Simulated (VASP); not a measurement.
The system is Pr4Hg.

```
CELL_PARAMETERS angstrom
6.00548 0.00000 0.00000
-3.00274 5.20090 0.00000
0.00000 0.00000 4.87807
ATOMIC_POSITIONS crystal
Pr 0.50000 0.00000 0.00000
Pr 0.00000 0.50000 0.00000
Pr 0.50000 0.50000 0.00000
Pr 0.00000 0.00000 0.00000
Hg 0.00000 0.00000 0.50000
```

The cell was generated, and may not be a known phase.

- Program: VASP 6.6.1
- Task: relaxation of cell and atoms
- Functional: PBE
- Potentials or basis: VASP PAW PBE potentials, release 64 (Pr_3, Hg), 4f in core
- Cutoff: 500 eV
- k mesh: 3 × 3 × 3
- Occupations: gaussian, width 0.2 eV
- Spin: no spin polarisation

At the start: pressure 23.1 GPa; volume 30.47 Å³/atom.

Where does the relaxation end?

Over 4 steps the energy falls by 825.5 meV/atom and the volume is 49.38 Å³/atom (+62.0 %); space group P6/mmm (No. 191, to 0.1 Å) before and after.

The path:
| step | energy change (eV) | largest force (eV/Å) | pressure (GPa) | volume (Å³) |
| --- | --- | --- | --- | --- |
| 1 | 0.0000 | 0.0000 | 23.09 | 152.36 |
| 2 | -4.0222 | 0.0000 | -1.41 | 271.03 |
| 3 | -4.0967 | 0.0000 | 0.84 | 234.90 |
| 4 | -4.1274 | 0.0000 | 0.02 | 246.88 |

Final structure:
```yaml
crystal:
  lattice:
    - [6.98677, 0.00000, 0.00000]
    - [-3.49338, 6.05072, 0.00000]
    - [0.00000, 0.00000, 5.83980]
  atoms:
    - { symbol: Pr, position: [0.50000, 0.00000, 0.00000] }
    - { symbol: Pr, position: [0.00000, 0.50000, 0.00000] }
    - { symbol: Pr, position: [0.50000, 0.50000, 0.00000] }
    - { symbol: Pr, position: [0.00000, 0.00000, 0.00000] }
    - { symbol: Hg, position: [0.00000, 0.00000, 0.50000] }
```

Caveat: the k points lie up to 0.36 Å⁻¹ apart in the final cell, too coarse for converged energies and pressures of a metal; the volume moved by over 15 % at a fixed basis, so the end points are rough.
